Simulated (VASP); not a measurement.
# GaN (P6_3mc) in VASP: single point with LDA

Aim: the single point of GaN with LDA.

Everything below comes from runs of VASP 6.6.1. Logs are shortened: lines on timing, memory, paths and dates and some standing lists are left out, and cuts for length are marked.

## 1. The cell of the first run

Symmetry: P6_3mc, No. 186, hexagonal system. Conventional cell: a = 2.992 Å, b = 2.992 Å, c = 5.834 Å, α = 90.00°, β = 90.00°, γ = 120.00°. Ga (site symmetry 3m) has 4 N at 1.88 to 2.19 Å within 2.5 Å. N (site symmetry 3m) has 4 Ga at 1.88 to 2.19 Å within 2.5 Å.

## 2. Single point, LDA

Contents of INCAR:

```
SYSTEM = GaN
  PREC = Accurate
  ENCUT = 520
  EDIFF = 1E-7
  ISMEAR = 0
  SIGMA = 0.05
  LREAL = .False.
  LASPH = .True.
  NELM = 100
  ALGO = Normal
  ISIF = 2
  LWAVE = .False.
  LCHARG = .False.
  NBANDS = 26
```

Contents of KPOINTS:

```
Automatic mesh
0
Gamma
  12 12 6
  0 0 0
```

Contents of POSCAR:

```
GaN
1.0
    2.9924942523      0.0000000000      0.0000000000
   -1.4962471262      2.5915760432      0.0000000000
    0.0000000000      0.0000000000      5.8336705502
Ga N
2 2
Direct
    0.3333333333      0.6666666667      0.0000000000
    0.6666666667      0.3333333333      0.5000000000
    0.3333333333      0.6666666667      0.3750000000
    0.6666666667      0.3333333333      0.8750000000
```

Potentials or basis: VASP PAW LDA potentials, release 64 (Ga_d, N).

Launch:

```bash
$ cat potpaw_LDA.64/Ga_d/POTCAR potpaw_LDA.64/N/POTCAR > POTCAR
$ mpirun -np 1 vasp_std > vasp.out
```

OUTCAR:

```text
SYSTEM = GaN
   PREC = Accurate
   ENCUT = 520
   EDIFF = 1E-7
   ISMEAR = 0
   LREAL = .False.
   LASPH = .True.
   NELM = 100
   ISIF = 2

 ion  position               nearest neighbor table
   1  0.333  0.667  0.000-   4 1.88   4 1.88   4 1.88   3 2.19
   2  0.667  0.333  0.500-   3 1.88   3 1.88   3 1.88   4 2.19
   3  0.333  0.667  0.375-   2 1.88   2 1.88   2 1.88   1 2.19
   4  0.667  0.333  0.875-   1 1.88   1 1.88   1 1.88   2 2.19

  LATTYP: Found a hexagonal cell.
 ALAT       =     2.9924942523
 C/A-ratio  =     1.9494341704

  Lattice vectors:

 A1 = (   2.9924942523,   0.0000000000,   0.0000000000)
 A2 = (  -1.4962471262,   2.5915760432,   0.0000000000)
 A3 = (   0.0000000000,   0.0000000000,   5.8336705502)

Analysis of symmetry for initial positions (statically):
=====================================================================
 Subroutine PRICEL returns:
 Original cell was already a primitive cell.

 Routine SETGRP: Setting up the symmetry group for a
 hexagonal supercell.

 Subroutine GETGRP returns: Found 12 space group operations
 (whereof  6 operations were pure point group operations)
 out of a pool of 24 trial point group operations.

The static configuration has the point symmetry C_3v.
 The point group associated with its full space group is C_6v.

Analysis of symmetry for dynamics (positions and initial velocities):
=====================================================================
 Subroutine PRICEL returns:
 Original cell was already a primitive cell.

 Routine SETGRP: Setting up the symmetry group for a
 hexagonal supercell.

 Subroutine GETGRP returns: Found 12 space group operations
 (whereof  6 operations were pure point group operations)
 out of a pool of 24 trial point group operations.

The dynamic configuration has the point symmetry C_3v.
 The point group associated with its full space group is C_6v.

 Subroutine INISYM returns: Found 12 space group operations
 (whereof  6 operations are pure point group operations),
 and found     1 'primitive' translations

----------------------------------------------------------------------------------------

                                     Primitive cell

  volume of cell :      45.2417

  direct lattice vectors                    reciprocal lattice vectors
     2.992494252  0.000000000  0.000000000     0.334169397  0.192932791  0.000000000
    -1.496247126  2.591576043  0.000000000     0.000000000  0.385865583  0.000000000
     0.000000000  0.000000000  5.833670550     0.000000000  0.000000000  0.171418662

  length of vectors
[... 88 lines left out ...]
   EDIFFG = 0.1E-05   stopping-criterion for IOM
   NSW    =      0    number of steps for IOM
   IBRION =     -1    ionic relax: 0-MD 1-quasi-New 2-CG
   NFREE  =      0    steps in history (QN), initial steepest desc. (CG)
   ISIF   =      2    stress and relaxation
   ISYM   =      2    0-nonsym 1-usesym 2-fastsym
   POTIM  = 0.5000    time-step for ionic-motion
   TEBEG  =    0.0;   TEEND  =   0.0 temperature during run
   PSTRESS=    0.0 pullay stress
   NELECT =      36.0000    total number of electrons
   NUPDOWN=      -1.0000    fix difference up-down
   EMIN   =  10.00;   EMAX   =-10.00  energy-range for DOS
   EFERMI =   0.00;   METHOD = LEGACY
   ISMEAR =     0;   SIGMA  =   0.05  broadening in eV -4-tet -1-fermi 0-gaus
   EFERMI_NEDOS =   21; number of points for ismear=-14 and -15
   IALGO  =     38    algorithm
   IMIX   =      4    mixing-type and parameters
     AMIX     =   0.40;   BMIX     =  1.00
     AMIX_MAG =   1.60;   BMIX_MAG =  1.00
  volume/ion in A,a.u.               =      11.31        76.33
  Fermi-wavevector in a.u.,A,eV,Ry     =   1.517036  2.866783 31.312431  2.301399
  Thomas-Fermi vector in A             =   2.626346
   LORBIT       =      0    0 simple, 1 ext, 2 COOP (PROOUT), +10 PAW based schemes
   GGA     = CA    functional components
   LHFCALC =     F    Hartree Fock is set to
   AEXX    =    0.0000 exact exchange contribution
   IVDW    =     0    specifies the selected vdW correction
   LEPSILON=     F    determine dielectric tensor
   LRPA    =     F    only Hartree local field effects (RPA)
 non-spin polarized calculation
 Gauss-broadening in eV      SIGMA  =   0.05
  energy-cutoff  :      520.00
  volume of cell :       45.24
 maximum number of plane-waves:      1257
 NGX is ok and might be reduce to    24
   NGX = 11   NGY = 11   NGZ = 21

 number of electron      36.0000007 magnetization

 Free energy of the ion-electron system (eV)
  ---------------------------------------------------
  ext. energy  EPLUGINS =         0.00000000
  ---------------------------------------------------
  free energy    TOTEN  =       -26.86198443 eV

  energy without entropy =      -26.86198443  energy(sigma->0) =      -26.86198443

 E-fermi :   5.7220     XC(G=0): -12.1666

 val. band max:        5.5117451261   @ k =   0.0000   0.0000   0.0000
 cond. band min:       6.1202634878   @ k =   0.0000   0.0000   0.0000
 fundamental gap:      0.6085183617
 Fermi energy:         5.7219993618

 k-point     1 :       0.0000    0.0000    0.0000
  band No.  band energies     occupation
      1     -10.9292      2.00000
      2     -10.2245      2.00000
      3      -8.4875      2.00000
      4      -8.4875      2.00000
      5      -8.4564      2.00000
      6      -8.4564      2.00000
[... 685 lines left out ...]
     25      16.7319      0.00000
     26      18.3386      0.00000

 [... further k-points ...]

------------------------ aborting loop because EDIFF is reached ----------------------------------------

  FORCE on cell =-STRESS in cart. coord.  units (eV):
  Direction    XX          YY          ZZ          XY          YZ          ZX
  --------------------------------------------------------------------------------------
  -------------------------------------------------------------------------------------
  Total        6.8279259      6.8279259     -9.9208810     -0.0000000      0.0000000      0.0000000
  in kB      241.8021749    241.8021749   -351.3351840     -0.0000000      0.0000000      0.0000000
  external PRESSURE =      44.0897219 kB  Pullay stress =       0.0000000 kB

 VOLUME and BASIS-vectors are now :
 -----------------------------------------------------------------------------
  energy-cutoff  :      520.00
  volume of cell :       45.24
      direct lattice vectors                 reciprocal lattice vectors
     2.992494252  0.000000000  0.000000000     0.334169397  0.192932791  0.000000000
    -1.496247126  2.591576043  0.000000000     0.000000000  0.385865583  0.000000000
     0.000000000  0.000000000  5.833670550     0.000000000  0.000000000  0.171418662

 POSITION                                       TOTAL-FORCE (eV/Angst)
 -----------------------------------------------------------------------------------
     -0.00000      1.72772      0.00000        -0.000000      0.000000      0.574894
      1.49625      0.86386      2.91684         0.000000      0.000000      0.574894
     -0.00000      1.72772      2.18763        -0.000000     -0.000000     -0.574894
      1.49625      0.86386      5.10446        -0.000000      0.000000     -0.574894
 -----------------------------------------------------------------------------------
    total drift:                                0.000000      0.000000     -0.000268

  FREE ENERGIE OF THE ION-ELECTRON SYSTEM (eV)
  ---------------------------------------------------
  free  energy   TOTEN  =       -26.8619844257 eV

  energy  without entropy=      -26.8619844257  energy(sigma->0) =      -26.86198443
```

stdout:

```text
POSCAR found type information on POSCAR GaN
 POSCAR found :  2 types and       4 ions
 scaLAPACK will be used
 LDA part: xc-table for (Slater(with rela. corr.)+CA(PZ))
 , standard interpolation
 POSCAR, INCAR and KPOINTS ok, starting setup
 FFT: planning ... GRIDC
 FFT: planning ... GRID_SOFT
 FFT: planning ... GRID
 WAVECAR not read
 entering main loop
```

It took 50 s on 1 thread of AMD EPYC 9R45 (Zen 5), shared host; peak memory 0.17 GiB.

What came out:

```yaml
Free_energy: -26.8620 eV
Pressure: 4.4 GPa
Largest_force: 0.575 eV/Å
Band_gap_on_the_k_mesh: 0.61 eV, direct
```

Forces on the atoms (eV/Å):
```
Ga   0.000  0.000  0.575
Ga   0.000  0.000  0.575
N    0.000  0.000 -0.575
N    0.000  0.000 -0.575
```

Stress tensor (GPa, compression positive):
```
 24.18   0.00   0.00
  0.00  24.18   0.00
  0.00   0.00 -35.13
```
